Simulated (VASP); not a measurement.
## WC: relaxation of cell and atoms with PBE

WC:

```
CELL_PARAMETERS angstrom
2.90650 0.00000 0.00000
-1.45325 2.51710 0.00000
0.00000 0.00000 2.83660
ATOMIC_POSITIONS crystal
W 0.00000 0.00000 0.00000
C 0.66667 0.33333 0.50000
```

```yaml
Program: VASP 6.6.1
Task: relaxation of cell and atoms
Functional: PBE
Potentials_or_basis: VASP PAW PBE potentials, release 64 (W_sv, C)
Cutoff: 600 eV
k_mesh: 6 × 6 × 6
Occupations: gaussian, width 0.1 eV
Spin: no spin polarisation
Dipole_correction: no
Further_INCAR_settings: ALGO = Normal; EDIFF = 1e-07; IBRION = 2; EDIFFG = -0.04; NSW = 90; ISIF = 3
```

```yaml
Relaxed_volume: 10.56 Å³/atom
Relaxed_cell: a = 2.928 Å, b = 2.928 Å, c = 2.844 Å, α = 90.00°, β = 90.00°, γ = 120.00°
Space_group_after_relaxing_to_0.05_Å: P-6m2 (No. 187)
Energy_gained_by_relaxing: 3.9 meV/atom
Ionic_steps: 6
Pressure_after_relaxing: 0.0 GPa
Band_gap_on_the_k_mesh: zero (band 9 reaches 11.49 eV, above the bottom of band 10 at 10.27 eV)
```

Step by step:
```tsv
step	energy change (eV)	largest force (eV/Å)	pressure (GPa)	volume (Å³)
1	0.0000	0.0000	6.71	20.75
2	0.0415	0.0000	-15.67	22.09
3	-0.0076	0.0000	-0.23	21.12
4	-0.0076	0.0000	-0.10	21.11
5	-0.0077	0.0000	0.16	21.11
6	-0.0078	0.0000	0.03	21.11
```

Final structure:
```
W C
1.0
     2.92751    0.00000    0.00000
    -1.46375    2.53530    0.00000
     0.00000    0.00000    2.84447
W C
1 1
Direct
  0.00000 0.00000 0.00000
  0.66667 0.33333 0.50000
```

Levels at points of the mesh, in eV from the Fermi level:
```
           k point  band 6  band 7  band 8  band 9  band 10  band 11  band 12  band 13
(0.00, 0.00, 0.00)   -4.46   -3.54   -3.54   -0.12     2.91     2.91     5.30     5.30
(0.50, 0.00, 0.00)   -7.20   -3.74   -3.74   -0.73     2.06     4.15     4.48     6.53
(0.00, 0.00, 0.50)   -8.78   -2.26   -2.26   -0.81    -0.81     3.42     4.21     4.21
(0.50, 0.00, 0.50)   -6.60   -4.50   -4.38    0.01     4.05     4.95     6.23     8.76
```

Run time: 20 s on 1 thread of AMD EPYC 9R45 96-Core Processor (Zen 5), with other jobs on the host, peak memory 0.12 GiB.

Caveat: the k points lie up to 0.41 Å⁻¹ apart in the final cell; spin-orbit coupling is left out, which moves the levels of the heavy elements. PBE usually gives volumes a little too large and moduli too small.
